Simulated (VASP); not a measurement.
# LiNbO3 (R3c) in VASP: notebook

Runs on LiNbO3. Level: PBE. Tasks: single point.

Program: VASP 6.6.1. These are calculated values, not measurements. Logs are shortened: lines on timing, memory, paths and dates and some standing lists are left out, and cuts for length are marked.

## Step 1: The cell of the first run

It takes space group R3c (No. 161, trigonal). The conventional cell has a = 5.274 Å, b = 5.274 Å, c = 13.573 Å, α = 90.00°, β = 90.00°, γ = 120.00°. Li (site symmetry 3) has 6 O at 2.11 to 2.25 Å within 2.8 Å. Nb (site symmetry 3) has 6 O at 1.90 to 2.15 Å within 2.5 Å. Within 2.5 Å of O (site symmetry 1) lie 2 Nb at 1.90 to 2.15 Å and 2 Li at 2.11 to 2.25 Å.

## Step 2: Single point, PBE (volume 10.899 Å^3 an atom, c/a of the conventional cell 2.5737)

Contents of INCAR:

```
ALGO     = Normal         # electronic algorithm
EDIFF    = 1E-7           # SCF threshold, eV
ENCUT    = 520            # plane-wave cutoff, eV
GGA      = PE             # functional
ISIF     = 2              # what is computed and relaxed
ISMEAR   = 0              # smearing method
LASPH    = T              # aspherical terms in the spheres
LCHARG   = T              # write CHGCAR
LELF     = T              # ELF
LREAL    = F              # projectors in reciprocal space
LVHAR    = T            
LWAVE    = F              # write WAVECAR
NBANDS   = 45             # bands
NELM     = 60             # most SCF steps
PREC     = Accurate       # precision mode
SIGMA    = 0.05           # smearing width, eV
```

Contents of KPOINTS:

```
k-points
0
Gamma
  6 6 6
```

Contents of POSCAR:

```
LiNbO3
1.0
    2.6369588620      1.5224489088      4.5244940155
   -2.6369588620      1.5224489088      4.5244940155
    0.0000000000     -3.0448978176      4.5244940155
Li Nb O
2 2 6
Direct
    0.2815913687      0.2815913687      0.2815913687
    0.7815913687      0.7815913687      0.7815913687
    0.0004900497      0.0004900497      0.0004900497
    0.5004900497      0.5004900497      0.5004900497
    0.1104619503      0.3580262714      0.7211003599
    0.7211003599      0.1104619503      0.3580262714
    0.3580262714      0.7211003599      0.1104619503
    0.2211003599      0.8580262714      0.6104619503
    0.8580262714      0.6104619503      0.2211003599
    0.6104619503      0.2211003599      0.8580262714
```

Potentials or basis: VASP PAW PBE potentials, release 64 (Li_sv, Nb_sv, O).

Run with:

```bash
$ cat potpaw_PBE.64/Li_sv/POTCAR potpaw_PBE.64/Nb_sv/POTCAR potpaw_PBE.64/O/POTCAR > POTCAR
$ mpirun -np 1 vasp_std > vasp.out
```

OUTCAR:

```text
EDIFF = 1E-7
   ENCUT = 520
   GGA = PE
   ISIF = 2
   ISMEAR = 0
   LASPH = T
   LREAL = F
   NELM = 60
   PREC = Accurate

 ion  position               nearest neighbor table
   1  0.282  0.282  0.282-   8 2.11  10 2.11   9 2.11   5 2.25   7 2.25   6 2.25
   2  0.782  0.782  0.782-   7 2.11   6 2.11   5 2.11   9 2.25   8 2.25  10 2.25
   3  0.000  0.000  0.000-   5 1.90   6 1.90   7 1.90   9 2.15   8 2.15  10 2.15
   4  0.500  0.500  0.500-   9 1.90  10 1.90   8 1.90   5 2.15   7 2.15   6 2.15
   5  0.110  0.358  0.721-   3 1.90   2 2.11   4 2.15   1 2.25
   6  0.721  0.110  0.358-   3 1.90   2 2.11   4 2.15   1 2.25
   7  0.358  0.721  0.110-   3 1.90   2 2.11   4 2.15   1 2.25
   8  0.221  0.858  0.610-   4 1.90   1 2.11   3 2.15   2 2.25
   9  0.858  0.610  0.221-   4 1.90   1 2.11   3 2.15   2 2.25
  10  0.610  0.221  0.858-   4 1.90   1 2.11   3 2.15   2 2.25

  LATTYP: Found a trigonal (rhomboedric) cell.
 ALAT       =     5.4536637975
 COS(alpha) =     0.5324156338

  Lattice vectors:

 A1 = (   2.6369588620,   1.5224489088,   4.5244940155)
 A2 = (  -2.6369588620,   1.5224489088,   4.5244940155)
 A3 = (   0.0000000000,  -3.0448978176,   4.5244940155)

Analysis of symmetry for initial positions (statically):
=====================================================================
 Subroutine PRICEL returns:
 Original cell was already a primitive cell.

 Routine SETGRP: Setting up the symmetry group for a
 trigonal (rhombohedral) supercell.

 Subroutine GETGRP returns: Found  6 space group operations
 (whereof  3 operations were pure point group operations)
 out of a pool of 12 trial point group operations.

The static configuration has the point symmetry C_3 .
 The point group associated with its full space group is C_3v.

Analysis of symmetry for dynamics (positions and initial velocities):
=====================================================================
 Subroutine PRICEL returns:
 Original cell was already a primitive cell.

 Routine SETGRP: Setting up the symmetry group for a
 trigonal (rhombohedral) supercell.

 Subroutine GETGRP returns: Found  6 space group operations
 (whereof  3 operations were pure point group operations)
 out of a pool of 12 trial point group operations.

The dynamic configuration has the point symmetry C_3 .
 The point group associated with its full space group is C_3v.

 Subroutine INISYM returns: Found  6 space group operations
 (whereof  3 operations are pure point group operations),
 and found     1 'primitive' translations

----------------------------------------------------------------------------------------

                                     Primitive cell
[... 121 lines left out ...]
   EFERMI =   0.00;   METHOD = LEGACY
   ISMEAR =     0;   SIGMA  =   0.05  broadening in eV -4-tet -1-fermi 0-gaus
   EFERMI_NEDOS =   21; number of points for ismear=-14 and -15
   IALGO  =     38    algorithm
   IMIX   =      4    mixing-type and parameters
     AMIX     =   0.40;   BMIX     =  1.00
     AMIX_MAG =   1.60;   BMIX_MAG =  1.00
  volume/ion in A,a.u.               =      10.90        73.55
  Fermi-wavevector in a.u.,A,eV,Ry     =   1.398906  2.643550 26.625777  1.956939
  Thomas-Fermi vector in A             =   2.522018
   LORBIT       =      0    0 simple, 1 ext, 2 COOP (PROOUT), +10 PAW based schemes
   GGA     = PE    functional components
   LHFCALC =     F    Hartree Fock is set to
   AEXX    =    0.0000 exact exchange contribution
   IVDW    =     0    specifies the selected vdW correction
   LEPSILON=     F    determine dielectric tensor
   LRPA    =     F    only Hartree local field effects (RPA)
 non-spin polarized calculation
 Gauss-broadening in eV      SIGMA  =   0.05
  energy-cutoff  :      520.00
  volume of cell :      108.99
 maximum number of plane-waves:      2956
 NGX is ok and might be reduce to    42
   NGX = 21   NGY = 21   NGZ = 21

 number of electron      68.0000013 magnetization

 Free energy of the ion-electron system (eV)
  ---------------------------------------------------
  ext. energy  EPLUGINS =         0.00000000
  ---------------------------------------------------
  free energy    TOTEN  =       -79.95585850 eV

  energy without entropy =      -79.95585850  energy(sigma->0) =      -79.95585850

 E-fermi :   3.5932     XC(G=0): -10.6742

 val. band max:        3.3274689921   @ k =   0.1667   0.1667   0.1667
 cond. band min:       6.8211507096   @ k =   0.5000   0.3333   0.0000
 fundamental gap:      3.4936817175
 Fermi energy:         3.5931611414

 k-point     1 :       0.0000    0.0000    0.0000
  band No.  band energies     occupation
      1     -50.9377      2.00000
      2     -50.9242      2.00000
      3     -39.3713      2.00000
      4     -39.3691      2.00000
      5     -27.1923      2.00000
      6     -27.1923      2.00000
[... 1141 lines left out ...]
     44      12.6417      0.00000
     45      13.5513      0.00000

 [... further k-points ...]

------------------------ aborting loop because EDIFF is reached ----------------------------------------

  FORCE on cell =-STRESS in cart. coord.  units (eV):
  Direction    XX          YY          ZZ          XY          YZ          ZX
  --------------------------------------------------------------------------------------
  -------------------------------------------------------------------------------------
  Total       -2.7233429     -2.7233429      2.6554625      0.0000000      0.0000000      0.0000000
  in kB      -40.0355282    -40.0355282     39.0376269      0.0000000      0.0000000      0.0000000
  external PRESSURE =     -13.6778098 kB  Pullay stress =       0.0000000 kB

 VOLUME and BASIS-vectors are now :
 -----------------------------------------------------------------------------
  energy-cutoff  :      520.00
  volume of cell :      108.99
      direct lattice vectors                 reciprocal lattice vectors
     2.636958862  1.522448909  4.524494016     0.189612363  0.109472749  0.073673063
    -2.636958862  1.522448909  4.524494016    -0.189612363  0.109472749  0.073673063
     0.000000000 -3.044897818  4.524494016     0.000000000 -0.218945497  0.073673063

 POSITION                                       TOTAL-FORCE (eV/Angst)
 -----------------------------------------------------------------------------------
      0.00000      0.00000      3.82218         0.000000      0.000000     -0.073332
      0.00000      0.00000     10.60892         0.000000      0.000000     -0.073332
      0.00000      0.00000      0.00665         0.000000      0.000000      0.091448
      0.00000      0.00000      6.79339         0.000000      0.000000      0.091448
     -0.65282     -1.48243      5.38229         0.155120     -0.068284     -0.006039
      1.61023      0.17586      5.38229        -0.018424      0.168480     -0.006039
     -0.95741      1.30657      5.38229        -0.136696     -0.100196     -0.006039
     -1.67955     -0.21588      7.64453         0.136696     -0.100196     -0.006039
      0.65282      1.56247      7.64453        -0.155120     -0.068284     -0.006039
      1.02673     -1.34659      7.64453         0.018424      0.168480     -0.006039
 -----------------------------------------------------------------------------------
    total drift:                                0.000000     -0.000001      0.000193

  FREE ENERGIE OF THE ION-ELECTRON SYSTEM (eV)
  ---------------------------------------------------
  free  energy   TOTEN  =       -79.9558584966 eV

  energy  without entropy=      -79.9558584966  energy(sigma->0) =      -79.95585850
```

OSZICAR:

```text
N       E                     dE             d eps       ncg     rms          rms(c)
DAV:   1     0.729653859960E+03    0.72965E+03   -0.36885E+04  2880   0.159E+03
DAV:   2    -0.307821473414E+02   -0.76044E+03   -0.73451E+03  3698   0.543E+02
DAV:   3    -0.924314886075E+02   -0.61649E+02   -0.61091E+02  4176   0.144E+02
DAV:   4    -0.979119828686E+02   -0.54805E+01   -0.54652E+01  5144   0.397E+01
DAV:   5    -0.981896487138E+02   -0.27767E+00   -0.27757E+00  4355   0.626E+00    0.270E+01
DAV:   6    -0.801024546579E+02    0.18087E+02   -0.79568E+01  4064   0.532E+01    0.951E+00
DAV:   7    -0.799547115239E+02    0.14774E+00   -0.82356E+00  4496   0.163E+01    0.534E+00
DAV:   8    -0.799592126475E+02   -0.45011E-02   -0.91200E-01  4680   0.658E+00    0.187E+00
DAV:   9    -0.799508936906E+02    0.83190E-02   -0.15760E-01  4105   0.302E+00    0.984E-01
DAV:  10    -0.799559229429E+02   -0.50293E-02   -0.39296E-02  3968   0.144E+00    0.179E-01
DAV:  11    -0.799557360743E+02    0.18687E-03   -0.35193E-03  4388   0.399E-01    0.434E-02
DAV:  12    -0.799558587503E+02   -0.12268E-03   -0.38480E-04  4040   0.140E-01    0.213E-02
DAV:  13    -0.799558598118E+02   -0.10615E-05   -0.94547E-05  4915   0.569E-02    0.185E-02
DAV:  14    -0.799558599701E+02   -0.15830E-06   -0.15977E-05  4176   0.339E-02    0.701E-03
DAV:  15    -0.799558585633E+02    0.14068E-05   -0.29701E-06  4024   0.138E-02    0.131E-03
DAV:  16    -0.799558584966E+02    0.66704E-07   -0.39437E-07  3496   0.327E-03
   1 F= -.79955858E+02 E0= -.79955858E+02  d E =-.288325E-15
```

Run time: 5 min. Hardware: 1 thread of Intel Xeon 6975P-C (Granite Rapids), shared host; peak memory 0.32 GiB.

What came out:

| Item | Value |
| --- | --- |
| Free energy | -79.9559 eV |
| Largest force | 0.170 eV/Å |
| Band gap on the k mesh | 3.49 eV, indirect (least direct gap 3.57 eV) |

Forces on the atoms (eV/Å):
```
Li   0.000  0.000 -0.073
Li   0.000  0.000 -0.073
Nb   0.000  0.000  0.091
Nb   0.000  0.000  0.091
O    0.155 -0.068 -0.006
O   -0.018  0.168 -0.006
O   -0.137 -0.100 -0.006
O    0.137 -0.100 -0.006
O   -0.155 -0.068 -0.006
O    0.018  0.168 -0.006
```

Levels at points of the mesh, in eV from the valence-band top:
```tsv
k point	band 32	band 33	band 34	band 35	band 36	band 37
(0.00, 0.00, 0.00)	-0.46	-0.02	-0.02	3.55	3.55	3.84
(0.50, 0.00, 0.00)	-0.26	-0.17	-0.17	3.79	3.79	4.57
(0.50, 0.50, 0.00)	-0.56	-0.50	-0.20	3.59	4.04	4.49
(0.50, 0.50, 0.50)	-0.35	-0.35	-0.35	4.38	4.38	4.70
```

Caveat: the cutoff is under 1.25 times the usual one of these potentials, so pressure, stress and relaxed cells hold a basis-set (Pulay) error. A k mesh can miss the band edges.

## Step 3: Single point, PBE (volume 10.899 Å^3 an atom, c/a of the conventional cell 2.7442)

Contents of INCAR:

```
SYSTEM = LiNbO3
PREC     = Accurate       ! precision mode
ENCUT    = 520            ! plane-wave cutoff, eV
EDIFF    = 1E-7           ! SCF threshold, eV
ISMEAR   = 0              ! smearing method
SIGMA    = 0.05           ! smearing width, eV
LREAL    = .False.        ! projectors in reciprocal space
LASPH    = .True.         ! aspherical terms in the spheres
NELM     = 80             ! most SCF steps
ALGO     = Normal         ! electronic algorithm
ISIF     = 2              ! what is computed and relaxed
LWAVE    = .False.        ! write WAVECAR
LCHARG   = .False.        ! write CHGCAR
GGA      = PE             ! functional
NBANDS   = 45             ! bands
```

Contents of KPOINTS:

```
regular mesh
0
Gamma
  6 6 6
  0 0 0
```

Edit POSCAR of step 2 so:

```diff
@@ -2,5 +2,5 @@
 1.0
-    2.6369588620      1.5224489088      4.5244940155
-   -2.6369588620      1.5224489088      4.5244940155
-    0.0000000000     -3.0448978176      4.5244940155
+    2.5811747546      1.4902419394      4.7221731744
+   -2.5811747546      1.4902419394      4.7221731744
+    0.0000000000     -2.9804838788      4.7221731744
 Li Nb O
```

Potentials or basis: VASP PAW PBE potentials, release 64 (Li_sv, Nb_sv, O).

Run with:

```bash
$ cat potpaw_PBE.64/Li_sv/POTCAR potpaw_PBE.64/Nb_sv/POTCAR potpaw_PBE.64/O/POTCAR > POTCAR
$ mpirun -np 1 vasp_std > vasp.out
```

OUTCAR:

```text
SYSTEM = LiNbO3
   PREC = Accurate
   ENCUT = 520
   EDIFF = 1E-7
   ISMEAR = 0
   LREAL = .False.
   LASPH = .True.
   NELM = 80
   ISIF = 2
   GGA = PE

 ion  position               nearest neighbor table
   1  0.282  0.282  0.282-   9 2.08  10 2.08   8 2.08   6 2.27   7 2.27   5 2.27
   2  0.782  0.782  0.782-   5 2.08   6 2.08   7 2.08  10 2.27   8 2.27   9 2.27
   3  0.000  0.000  0.000-   7 1.88   6 1.88   5 1.88  10 2.16   8 2.16   9 2.16
   4  0.500  0.500  0.500-   8 1.88  10 1.88   9 1.88   6 2.16   7 2.16   5 2.16
   5  0.110  0.358  0.721-   3 1.88   2 2.08   4 2.16   1 2.27
[... 1378 lines left out ...]
  external PRESSURE =       0.3467363 kB  Pullay stress =       0.0000000 kB

 VOLUME and BASIS-vectors are now :
 -----------------------------------------------------------------------------
  energy-cutoff  :      520.00
  volume of cell :      108.99
      direct lattice vectors                 reciprocal lattice vectors
     2.581174755  1.490241939  4.722173174     0.193710247  0.111838663  0.070588968
    -2.581174755  1.490241939  4.722173174    -0.193710247  0.111838663  0.070588968
     0.000000000 -2.980483879  4.722173174     0.000000000 -0.223677327  0.070588968

 POSITION                                       TOTAL-FORCE (eV/Angst)
 -----------------------------------------------------------------------------------
      0.00000      0.00000      3.98917         0.000000      0.000000      0.023370
      0.00000      0.00000     11.07243         0.000000      0.000000      0.023370
      0.00000      0.00000      0.00694         0.000000     -0.000000     -0.068100
      0.00000      0.00000      7.09020         0.000000     -0.000000     -0.068100
     -0.63901     -1.45107      5.61744        -0.040032      0.029611      0.014910
      1.57616      0.17214      5.61744        -0.005628     -0.049474      0.014910
     -0.93716      1.27893      5.61744         0.045660      0.019863      0.014910
     -1.64402     -0.21131      7.97853        -0.045660      0.019863      0.014910
      0.63901      1.52942      7.97853         0.040032      0.029611      0.014910
      1.00501     -1.31810      7.97853         0.005628     -0.049474      0.014910
 -----------------------------------------------------------------------------------
    total drift:                                0.000000     -0.000001     -0.000379

  FREE ENERGIE OF THE ION-ELECTRON SYSTEM (eV)
  ---------------------------------------------------
  free  energy   TOTEN  =       -80.0324874982 eV

  energy  without entropy=      -80.0324874982  energy(sigma->0) =      -80.03248750
```

stdout:

```text
POSCAR found type information on POSCAR LiNbO
 POSCAR found :  3 types and      10 ions
 scaLAPACK will be used
 LDA part: xc-table for (Slater+PW92), standard interpolation
 POSCAR, INCAR and KPOINTS ok, starting setup
 FFT: planning ... GRIDC
 FFT: planning ... GRID_SOFT
 FFT: planning ... GRID
 WAVECAR not read
 entering main loop
```

Run time: 4.4 min. Hardware: 1 thread of Intel Xeon 6975P-C (Granite Rapids), shared host; peak memory 0.32 GiB.

What came out:

```yaml
Free_energy: -80.0325 eV
Largest_force: 0.068 eV/Å
Band_gap_on_the_k_mesh: 3.57 eV, indirect (least direct gap 3.58 eV)
```

Forces in eV/Å, atoms in the order of the input:
```
Li   0.000  0.000  0.023
Li   0.000  0.000  0.023
Nb   0.000  0.000 -0.068
Nb   0.000  0.000 -0.068
O   -0.040  0.030  0.015
O   -0.006 -0.049  0.015
O    0.046  0.020  0.015
O   -0.046  0.020  0.015
O    0.040  0.030  0.015
O    0.006 -0.049  0.015
```

Caveat: the cutoff is under 1.25 times the usual one of these potentials, so pressure, stress and relaxed cells hold a basis-set (Pulay) error. A k mesh can miss the band edges.

## Step 4: Single point, PBE (volume 10.899 Å^3 an atom, c/a of the conventional cell 2.6153)

Contents of INCAR:

```
SYSTEM = LiNbO3
PREC = Accurate
ENCUT = 520
EDIFF = 1E-6
ISMEAR = 0
SIGMA = 0.05
LREAL = .FALSE.
LASPH = .TRUE.
NELM = 100
ALGO = Normal
ISIF = 2
LWAVE = .FALSE.
LCHARG = .TRUE.
GGA = PE
LELF = .TRUE.
LVHAR = .TRUE.
NBANDS = 45
```

Contents of KPOINTS:

```
Automatic mesh
0
G
  6 6 6
  0 0 0
```

Edit POSCAR of step 3 so:

```diff
@@ -2,5 +2,5 @@
 1.0
-    2.5811747546      1.4902419394      4.7221731744
-   -2.5811747546      1.4902419394      4.7221731744
-    0.0000000000     -2.9804838788      4.7221731744
+    2.6229025633      1.5143335010      4.5731180492
+   -2.6229025633      1.5143335010      4.5731180492
+    0.0000000000     -3.0286670019      4.5731180492
 Li Nb O
```

Run with:

```bash
$ cat potpaw_PBE.64/Li_sv/POTCAR potpaw_PBE.64/Nb_sv/POTCAR potpaw_PBE.64/O/POTCAR > POTCAR
$ mpirun -np 1 vasp_std > vasp.out
```

Wall time 4.5 min (1 thread of Intel Xeon 6975P-C (Granite Rapids), shared host); peak memory 0.32 GiB.

Results (log left out):

| Quantity | Value |
| --- | --- |
| Free energy | -80.0038 eV |
| Largest force | 0.114 eV/Å |
| Band gap on the k mesh | 3.52 eV, indirect (least direct gap 3.58 eV) |

Forces in eV/Å, atoms in the order of the input:
```
Li   0.000  0.000 -0.044
Li   0.000  0.000 -0.044
Nb   0.000  0.000  0.043
Nb   0.000  0.000  0.043
O    0.105 -0.043  0.000
O   -0.015  0.113  0.000
O   -0.090 -0.070  0.000
O    0.090 -0.070  0.000
O   -0.105 -0.043  0.000
O    0.015  0.113  0.000
```

Levels at points of the mesh, in eV from the valence-band top:
```csv
k point,band 32,band 33,band 34,band 35,band 36,band 37
"(0.00, 0.00, 0.00)",-0.47,-0.01,-0.01,3.56,3.56,3.91
"(0.50, 0.00, 0.00)",-0.27,-0.19,-0.19,3.81,3.81,4.60
"(0.50, 0.50, 0.00)",-0.61,-0.50,-0.20,3.62,4.06,4.52
"(0.50, 0.50, 0.50)",-0.34,-0.34,-0.34,4.44,4.44,4.73
```

Caveat: the cutoff is under 1.25 times the usual one of these potentials, so pressure, stress and relaxed cells hold a basis-set (Pulay) error.

## Step 5: Summary

| cell | gap on the mesh (eV) | largest force (eV/Å) |
| --- | --- | --- |
| a = 5.454 Å, angles 57.8°, 10 atoms | 3.49 | 0.17 |
| a = 5.584 Å, angles 55.1°, 10 atoms | 3.57 | 0.07 |
| a = 5.485 Å, angles 57.1°, 10 atoms | 3.52 | 0.11 |

Alike in all rows: task single point; level PBE; potentials or basis VASP PAW PBE potentials, release 64 (Li_sv, Nb_sv, O); no spin polarisation; k mesh 6 × 6 × 6; cutoff (eV) 520; smearing gaussian 0.05 eV.

Caveats: the cutoff is under 1.25 times the usual one of these potentials, so pressure, stress and relaxed cells hold a basis-set (Pulay) error.

Total energies depend on the potentials used, so only differences within one code and one set of settings carry meaning.
